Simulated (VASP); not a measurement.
A run of VASP 6.6.1 is set up as follows.

File INCAR:

```
SYSTEM = Al2Cu
PREC = Accurate ; ENCUT = 600
EDIFF = 1E-7 ; ISMEAR = 0
SIGMA = 0.1 ; LREAL = .False.
LASPH = .True. ; NELM = 100
ALGO = Fast ; ISIF = 3
LWAVE = .False. ; LCHARG = .False.
GGA = PE ; IBRION = 2
NSW = 100 ; EDIFFG = -0.005
```

File KPOINTS:

```
Automatic mesh
0
Gamma
  10 10 14
  0 0 0
```

Contents of POSCAR:

```
Al2Cu
1.0
    4.1051820000      0.0000000000      0.0000000000
    0.0000000000      4.1051820000      0.0000000000
    0.0000000000      0.0000000000      2.8913130000
Al Cu
2 1
Direct
    0.5000000000      0.0000000000      0.5000000000
    0.0000000000      0.5000000000      0.5000000000
    0.0000000000      0.0000000000      0.0000000000
```

Potentials or basis: VASP PAW PBE potentials, release 64 (Al, Cu).

Run with:

```bash
$ cat potpaw_PBE.64/Al/POTCAR potpaw_PBE.64/Cu/POTCAR > POTCAR
$ mpirun -np 1 vasp_std > vasp.out
```

Question: Predict the relaxed volume.

Answer: 16.37 Å³/atom.

Question: What does it give for the space group after relaxing (to 0.05 Å)?

Answer: P4/mmm (No. 123).

Question: Predict the relaxed cell.

Answer: a = 4.124 Å, b = 4.124 Å, c = 2.887 Å, α = 90.00°, β = 90.00°, γ = 90.00°.

The path:
```csv
step,energy change (eV),largest force (eV/Å),pressure (GPa),volume (Å³)
1,0.0000,0.0000,0.88,48.73
2,-0.0006,0.0000,-0.51,49.36
3,-0.0009,0.0000,-0.08,49.10
4,-0.0009,0.0000,0.06,49.08
5,-0.0010,0.0000,0.02,49.08
6,-0.0011,0.0000,0.09,49.08
7,-0.0011,0.0000,-0.11,49.16
8,-0.0011,0.0000,0.00,49.10
```
